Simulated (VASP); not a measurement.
# Cs (P6/mmm) in VASP: a series of runs

The runs below take Cs through relaxation of shape and atoms at fixed volume, with PBE.

All numbers are computed with VASP 6.6.1; they aren't measurements. Logs are shortened: lines on timing, memory, paths and dates and some standing lists are left out, and cuts for length are marked.

**1. The cell of the first run**

Symmetry: P6/mmm, No. 191, hexagonal system. Conventional cell: a = 3.905 Å, b = 3.905 Å, c = 3.671 Å, α = 90.00°, β = 90.00°, γ = 120.00°. Within 4.8 Å of Cs (site symmetry 6/mmm) lie 8 Cs at 3.67 to 3.91 Å.

This isn't the form of Cs at room conditions, which is bcc.

**2. Relaxation of shape and atoms at fixed volume, PBE**

The input, INCAR:

```
ALGO = Normal ; EDIFF = 1E-7
EDIFFG = -0.005 ; ENCUT = 600
GGA = PE ; IBRION = 2
ISIF = 4 ; ISMEAR = -1
LASPH = True ; LCHARG = False
LREAL = False ; LWAVE = False
NELM = 100 ; NSW = 50
PREC = Accurate ; SIGMA = 0.08
```

The input, KPOINTS:

```
k-points
0
Gamma
  8 8 8
```

The input, POSCAR:

```
Cs
1.0
    3.9052406293      0.0000000000      0.0000000000
   -1.9526203147      3.3820375929      0.0000000000
    0.0000000000      0.0000000000      3.6709261916
Cs
1
Direct
    0.0000000000      0.0000000000      0.0000000000
```

Potentials or basis: VASP PAW PBE potentials, release 64 (Cs_sv).

Command:

```bash
> cat potpaw_PBE.64/Cs_sv/POTCAR > POTCAR
> mpirun -np 1 vasp_std > vasp.out
```

OUTCAR:

```text
EDIFF = 1E-7
   EDIFFG = -0.005
   ENCUT = 600
   GGA = PE
   IBRION = 2
   ISIF = 4
   ISMEAR = -1
   LASPH = True
   LREAL = False
   NELM = 100
   NSW = 50
   PREC = Accurate

 ion  position               nearest neighbor table
   1  0.000  0.000  0.000-

  LATTYP: Found a hexagonal cell.
 ALAT       =     3.9052406293
 C/A-ratio  =     0.9400000000

  Lattice vectors:

 A1 = (   3.9052406293,   0.0000000000,   0.0000000000)
 A2 = (  -1.9526203147,   3.3820375929,   0.0000000000)
 A3 = (   0.0000000000,   0.0000000000,   3.6709261916)

Analysis of symmetry for initial positions (statically):
=====================================================================
 Subroutine PRICEL returns:
 Original cell was already a primitive cell.

 Routine SETGRP: Setting up the symmetry group for a
 hexagonal supercell.

 Subroutine GETGRP returns: Found 24 space group operations
 (whereof 24 operations were pure point group operations)
 out of a pool of 24 trial point group operations.

The static configuration has the point symmetry D_6h.

Analysis of symmetry for dynamics (positions and initial velocities):
=====================================================================
 Subroutine PRICEL returns:
 Original cell was already a primitive cell.

 Routine SETGRP: Setting up the symmetry group for a
 hexagonal supercell.

 Subroutine GETGRP returns: Found 24 space group operations
 (whereof 24 operations were pure point group operations)
 out of a pool of 24 trial point group operations.

The dynamic configuration has the point symmetry D_6h.

 Subroutine INISYM returns: Found 24 space group operations
 (whereof 24 operations are pure point group operations),
 and found     1 'primitive' translations

----------------------------------------------------------------------------------------

                                     Primitive cell

  volume of cell :      48.4844

  direct lattice vectors                    reciprocal lattice vectors
     3.905240629  0.000000000  0.000000000     0.256066167  0.147839871  0.000000000
    -1.952620315  3.382037593  0.000000000     0.000000000  0.295679741  0.000000000
     0.000000000  0.000000000  3.670926192     0.000000000  0.000000000  0.272410816

  length of vectors
     3.905240629  3.905240629  3.670926192     0.295679741  0.295679741  0.272410816

[... 91 lines left out ...]
   EMIN   =  10.00;   EMAX   =-10.00  energy-range for DOS
   EFERMI =   0.00;   METHOD = LEGACY
   ISMEAR =    -1;   SIGMA  =   0.08  broadening in eV -4-tet -1-fermi 0-gaus
   EFERMI_NEDOS =   21; number of points for ismear=-14 and -15
   IALGO  =     38    algorithm
   IMIX   =      4    mixing-type and parameters
     AMIX     =   0.40;   BMIX     =  1.00
     AMIX_MAG =   1.60;   BMIX_MAG =  1.00
  volume/ion in A,a.u.               =      48.48       327.19
  Fermi-wavevector in a.u.,A,eV,Ry     =   0.933874  1.764766 11.865927  0.872121
  Thomas-Fermi vector in A             =   2.060621
   LORBIT       =      0    0 simple, 1 ext, 2 COOP (PROOUT), +10 PAW based schemes
   GGA     = PE    functional components
   LHFCALC =     F    Hartree Fock is set to
   AEXX    =    0.0000 exact exchange contribution
   IVDW    =     0    specifies the selected vdW correction
   LEPSILON=     F    determine dielectric tensor
   LRPA    =     F    only Hartree local field effects (RPA)
 conjugate gradient relaxation of ions
 non-spin polarized calculation
  energy-cutoff  :      600.00
  volume of cell :       48.48
 maximum number of plane-waves:      1635
 NGX is ok and might be reduce to    32
   NGX = 15   NGY = 15   NGZ = 15

--------------------------------------- Ionic step        1  -------------------------------------------

 number of electron       8.9999999 magnetization

 Free energy of the ion-electron system (eV)
  ---------------------------------------------------
  ext. energy  EPLUGINS =         0.00000000
  ---------------------------------------------------
  free energy    TOTEN  =        -0.16351638 eV

  energy without entropy =       -0.13314092  energy(sigma->0) =       -0.14832865

------------------------ aborting loop because EDIFF is reached ----------------------------------------

  FORCE on cell =-STRESS in cart. coord.  units (eV):
  Direction    XX          YY          ZZ          XY          YZ          ZX
  --------------------------------------------------------------------------------------
  -------------------------------------------------------------------------------------
  Total        1.3808669      1.3808669      1.0963663     -0.0000000     -0.0000000      0.0000000
  in kB       45.6310572     45.6310572     36.2296704     -0.0000000     -0.0000000      0.0000000
  external PRESSURE =      42.4972616 kB  Pullay stress =       0.0000000 kB
[... 57 lines left out ...]
--------------------------------------- Ionic step        3  -------------------------------------------

 number of electron       8.9999999 magnetization

 Free energy of the ion-electron system (eV)
  ---------------------------------------------------
  ext. energy  EPLUGINS =         0.00000000
  ---------------------------------------------------
  free energy    TOTEN  =        -0.16583633 eV

  energy without entropy =       -0.13573269  energy(sigma->0) =       -0.15078451

 E-fermi :   3.6124     XC(G=0):  -8.1651

 val. band max:        3.5663395258   @ k =   0.2500   0.1250   0.0000
 cond. band min:       3.6254923614   @ k =   0.1250   0.1250   0.2500
 fundamental gap:      0.0591528356
 Fermi energy:         3.6124321618

 k-point     1 :       0.0000    0.0000    0.0000
  band No.  band energies     occupation
      1     -20.4487      2.00000
      2      -6.4039      2.00000
      3      -6.4039      2.00000
      4      -6.1543      2.00000
      5       1.6884      2.00000
      6       4.5683      0.00001
      7       6.4844      0.00000
      8       6.4844      0.00000
[... 243 lines left out ...]
 k-point    24 :       0.3750    0.0000    0.2500
  band No.  band energies     occupation
      1     -20.1269      2.00000
      2      -7.7283      2.00000
      3      -7.0519      2.00000
      4      -6.6163      2.00000
      5       3.7442      0.32285
      6       4.3233      0.00028
      7       7.7345      0.00000
      8       8.0778      0.00000

 [... further k-points ...]

------------------------ aborting loop because EDIFF is reached ----------------------------------------

  FORCE on cell =-STRESS in cart. coord.  units (eV):
  Direction    XX          YY          ZZ          XY          YZ          ZX
  --------------------------------------------------------------------------------------
  -------------------------------------------------------------------------------------
  Total        1.2885211      1.2885211      1.2827961     -0.0000000      0.0000000     -0.0000000
  in kB       42.5794671     42.5794671     42.3902831     -0.0000000      0.0000000     -0.0000000
  external PRESSURE =      42.5164057 kB  Pullay stress =       0.0000000 kB
[... 16 lines left out ...]
  FREE ENERGIE OF THE ION-ELECTRON SYSTEM (eV)
  ---------------------------------------------------
  free  energy   TOTEN  =        -0.1658363272 eV

  energy  without entropy=       -0.1357326879  energy(sigma->0) =       -0.15078451

 reached required accuracy - stopping structural energy minimisation
```

OSZICAR:

```text
N       E                     dE             d eps       ncg     rms          rms(c)
DAV:   1     0.494438222611E+02    0.49444E+02   -0.41916E+03   800   0.100E+03
DAV:   2     0.214691830013E+01   -0.47297E+02   -0.46635E+02  1064   0.137E+02
DAV:   3    -0.191066606442E+00   -0.23380E+01   -0.23345E+01   944   0.370E+01
[... 24 lines left out ...]
DAV:   4    -0.165839533217E+00   -0.15763E-05   -0.27356E-05   928   0.381E-02    0.183E-02
DAV:   5    -0.165838234135E+00    0.12991E-05   -0.22737E-05   904   0.455E-02    0.137E-02
DAV:   6    -0.165836811133E+00    0.14230E-05   -0.83835E-07   920   0.877E-03    0.651E-03
DAV:   7    -0.165836398231E+00    0.41290E-06   -0.17283E-06   896   0.123E-02    0.247E-03
DAV:   8    -0.165836327189E+00    0.71042E-07   -0.44398E-08   472   0.196E-03
   3 F= -.16583633E+00 E0= -.15078451E+00  d E =-.231995E-02
```

Wall time 17 s (1 thread of Intel Xeon 6975P-C (Granite Rapids), shared host); peak memory 0.17 GiB.

What came out:

| Property | Result |
| --- | --- |
| Free energy | -0.1658 eV |
| Energy gained by relaxing | 2.3 meV/atom |
| Ionic steps | 3 |
| Pressure after relaxing | 4.3 GPa |
| Band gap on the k mesh | zero (an odd number of electrons rules out a gap without spin polarisation) |

Step by step:
| step | energy change (eV) | largest force (eV/Å) | pressure (GPa) | volume (Å³) |
| --- | --- | --- | --- | --- |
| 1 | 0.0000 | 0.0000 | 4.25 | 48.48 |
| 2 | -0.0019 | 0.0000 | 4.25 | 48.48 |
| 3 | -0.0023 | 0.0000 | 4.25 | 48.48 |

Final structure:
```
Cs
1.0
     3.93617    0.00000    0.00000
    -1.96808    3.40882    0.00000
     0.00000    0.00000    3.61347
Cs
1
Direct
  0.00000 0.00000 0.00000
```

Levels at points of the mesh, in eV from the Fermi level:
```tsv
k point	band 1	band 2	band 3	band 4	band 5	band 6	band 7	band 8
(0.00, 0.00, 0.00)	-24.06	-10.02	-10.02	-9.77	-1.92	0.96	2.87	2.87
(0.50, 0.00, 0.00)	-23.83	-11.73	-10.41	-9.55	-0.48	1.72	2.90	4.48
(0.00, 0.00, 0.50)	-23.80	-11.89	-9.78	-9.78	0.50	2.10	3.85	3.85
(0.50, 0.00, 0.50)	-23.58	-11.48	-11.34	-10.15	-1.01	1.02	3.03	4.42
```

Caveat: spin-orbit coupling is left out, which moves the levels of the heavy elements.

**3. Relaxation of shape and atoms at fixed volume, PBE**

This run uses another cell than the first one, of 60.61 Å³/atom.

The input, INCAR:

```
SYSTEM = Cs
ALGO     = Normal         ! electronic algorithm
EDIFF    = 1E-7           ! SCF threshold, eV
EDIFFG   = -0.005         ! ionic threshold
ENCUT    = 600            ! plane-wave cutoff, eV
GGA      = PE             ! functional
IBRION   = 2              ! ionic algorithm
ISIF     = 4              ! what is computed and relaxed
ISMEAR   = -1             ! smearing method
LASPH    = .True.         ! aspherical terms in the spheres
LCHARG   = .False.        ! write CHGCAR
LREAL    = .False.        ! projectors in reciprocal space
LWAVE    = .False.        ! write WAVECAR
NELM     = 80             ! most SCF steps
NSW      = 50             ! ionic steps
PREC     = Accurate       ! precision mode
SIGMA    = 0.08           ! smearing width, eV
```

The input, KPOINTS:

```
k-points
0
Gamma
  8 8 8
  0 0 0
```

The input, POSCAR:

```
Cs
1.0
    4.2067929424      0.0000000000      0.0000000000
   -2.1033964712      3.6431895566      0.0000000000
    0.0000000000      0.0000000000      3.9543853658
Cs
1
Direct
    0.0000000000      0.0000000000      0.0000000000
```

Potentials or basis: VASP PAW PBE potentials, release 64 (Cs_sv).

Command:

```bash
> cat potpaw_PBE.64/Cs_sv/POTCAR > POTCAR
> mpirun -np 1 vasp_std > vasp.out
```

Wall time 22 s (1 thread of Intel Xeon 6975P-C (Granite Rapids), shared host); peak memory 0.2 GiB.

The run converged. Its results:

| Property | Result |
| --- | --- |
| Free energy | -0.4249 eV |
| Energy gained by relaxing | 1.4 meV/atom |
| Ionic steps | 3 |
| Pressure after relaxing | 2.8 GPa |
| Band gap on the k mesh | zero (an odd number of electrons rules out a gap without spin polarisation) |

The path:
```csv
step,energy change (eV),largest force (eV/Å),pressure (GPa),volume (Å³)
1,0.0000,0.0000,2.79,60.61
2,-0.0009,0.0000,2.79,60.61
3,-0.0014,0.0000,2.78,60.61
```

Final structure:
```
Cs
1.0
     4.23677    0.00000    0.00000
    -2.11839    3.66915    0.00000
     0.00000    0.00000    3.89862
Cs
1
Direct
  0.00000 0.00000 0.00000
```

Levels at points of the mesh, in eV from the Fermi level:
| k point | band 1 | band 2 | band 3 | band 4 | band 5 | band 6 | band 7 | band 8 |
| --- | --- | --- | --- | --- | --- | --- | --- | --- |
| (0.00, 0.00, 0.00) | -23.85 | -10.20 | -10.20 | -10.05 | -2.01 | 1.18 | 2.79 | 2.79 |
| (0.50, 0.00, 0.00) | -23.74 | -11.21 | -10.43 | -9.93 | -0.27 | 1.64 | 2.01 | 4.08 |
| (0.00, 0.00, 0.50) | -23.72 | -11.33 | -10.07 | -10.07 | 0.19 | 1.44 | 3.58 | 3.58 |
| (0.50, 0.00, 0.50) | -23.62 | -11.10 | -10.99 | -10.28 | -0.48 | 1.12 | 2.92 | 3.88 |

Caveat: spin-orbit coupling is left out, which moves the levels of the heavy elements.

The gap in the log of VASP goes by the Fermi energy; the results here count the filled bands.